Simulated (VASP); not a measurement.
Set up this calculation in VASP 6.6.1, as the native input.

```yaml
Task: single point
Functional: PBE
Potentials_or_basis: VASP PAW PBE potentials, release 64 (Zr_sv, Ti_sv, S)
Cutoff: 520 eV
k_mesh: 6 × 8 × 8
Occupations: gaussian, width 0.1 eV
Spin: no spin polarisation
Dipole_correction: no
Further_INCAR_settings: ALGO = Normal; EDIFF = 1e-06; NBANDS = 53
```

The structure of ZrTiS3 lies in POSCAR:

```
ZrTiS3
1.0
    7.9737603966      0.0000000000      0.0000000000
    0.0000000000      3.7267675717      3.0307108927
    0.0000000000     -3.7267675717      3.0307108927
Zr Ti S
2 2 6
Direct
    0.7500000000      0.4490009201      0.6219901345
    0.2500000000      0.6219901345      0.4490009201
    0.0000000000      0.9808725938      0.9808725938
    0.5000000000      0.9808725938      0.9808725938
    0.5605209658      0.8447963948      0.4705537420
    0.9394790342      0.8447963948      0.4705537420
    0.4394790342      0.4705537420      0.8447963948
    0.0605209658      0.4705537420      0.8447963948
    0.7500000000      0.2508139007      0.0832287755
    0.2500000000      0.0832287755      0.2508139007
```

One way to write it, as run:

INCAR

```
SYSTEM = ZrTiS3
  PREC = Accurate
  ENCUT = 520
  EDIFF = 1E-6
  ISMEAR = 0
  SIGMA = 0.1
  LREAL = .FALSE.
  LASPH = .TRUE.
  NELM = 60
  ALGO = Normal
  ISIF = 2
  LWAVE = .FALSE.
  LCHARG = .FALSE.
  GGA = PE
  NBANDS = 53
```

KPOINTS

```
Automatic mesh
0
G
  6 8 8
  0 0 0
```

Potentials or basis: VASP PAW PBE potentials, release 64 (Zr_sv, Ti_sv, S).

Launch:

```console
$ cat potpaw_PBE.64/Zr_sv/POTCAR potpaw_PBE.64/Ti_sv/POTCAR potpaw_PBE.64/S/POTCAR > POTCAR
$ mpirun -np 1 vasp_std > vasp.out
```

Results of the run:

```json
{
 "Pressure": "0.0 GPa",
 "Largest force": "0.010 eV/Å",
 "Band gap on the k mesh": "zero (bands 42 and 43 overlap by 0.38 eV)"
}
```

Wall time 8 min on 1 thread of Intel(R) Xeon(R) Platinum 8488C (Sapphire Rapids), on a shared host, peak memory 0.7 GiB.
